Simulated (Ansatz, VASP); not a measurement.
# Two plane-wave programs on Fe

```
Fe
1.0
     0.00000    1.90530    1.90530
     1.90530    0.00000    1.90530
     1.90530    1.90530    0.00000
Fe
1
Cartesian
  0.0000 0.0000 0.0000
```

Alike in both runs: task single point; functional revPBE; k mesh 17 × 17 × 17; occupations fermi-dirac, width 0.05 eV; collinear spin.

|  | VASP | Ansatz |
| --- | --- | --- |
| version | VASP 6.6.1 | Ansatz 0.2.0 |
| potentials or method | VASP PAW PBE potentials, release 64 (Fe), cutoff 520 eV | plane waves (420 eV) with PAW, scalar-relativistic |
| valence electrons in the cell | 8 | 16 |

Ansatz gave:

```
pressure (GPa)                                                : -13.8
net moment per atom (μB)                                      : 2.74
size of the moment on the site where the two differ most (μB) : 2.82
```

Question: Estimate VASP's values.

Answer: Pressure (GPa): -13.8; net moment per atom (μB): 2.74; size of the moment on the site where the two differ most (μB): 2.77.

VASP's potentials were made for PBE, not for revPBE. Site moments also hang on the region over which each program counts them. The functional is the same, so the differences come from potentials, cutoffs and numerics. VASP's potentials hold 8 valence electrons a cell and Ansatz's 16, so a difference there can come from the potentials and not from the codes.
